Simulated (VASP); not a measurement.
Input of a VASP 6.6.1 run:

The input INCAR:

```
PREC = Accurate
ENCUT = 520
EDIFF = 1E-6
ISMEAR = 0
SIGMA = 0.15
LREAL = False
LASPH = True
NELM = 80
ALGO = Fast
ISIF = 2
LWAVE = False
LCHARG = True
GGA = CA
LELF = True
LVHAR = True
NBANDS = 26
```

File KPOINTS:

```
regular mesh
0
Gamma
  14 14 14
```

POSCAR

```
AlCu3
1.0
   -0.1094100327      2.6769235681      2.6769235681
    2.6769235681     -0.1094100327      2.6769235681
    2.6769235681      2.6769235681     -0.1094100327
Al Cu
1 3
Direct
    0.0000000000      0.0000000000      0.0000000000
    0.5000000000      0.5000000000      0.5000000000
    0.2500000000      0.2500000000      0.2500000000
    0.7500000000      0.7500000000      0.7500000000
```

Potentials or basis: VASP PAW LDA potentials, release 64 (Al, Cu).

Command:

```bash
$ cat potpaw_LDA.64/Al/POTCAR potpaw_LDA.64/Cu/POTCAR > POTCAR
$ mpirun -np 1 vasp_std > vasp.out
```

(1) Predict the band gap on the k mesh.

(2) Estimate the largest force.

(3) What does it give for the pressure?

Results:

(1) zero (bands 18 and 19 overlap by 6.02 eV).

(2) 0.051 eV/Å.

(3) 30.7 GPa.

Caveat: the cell stands under pressure.
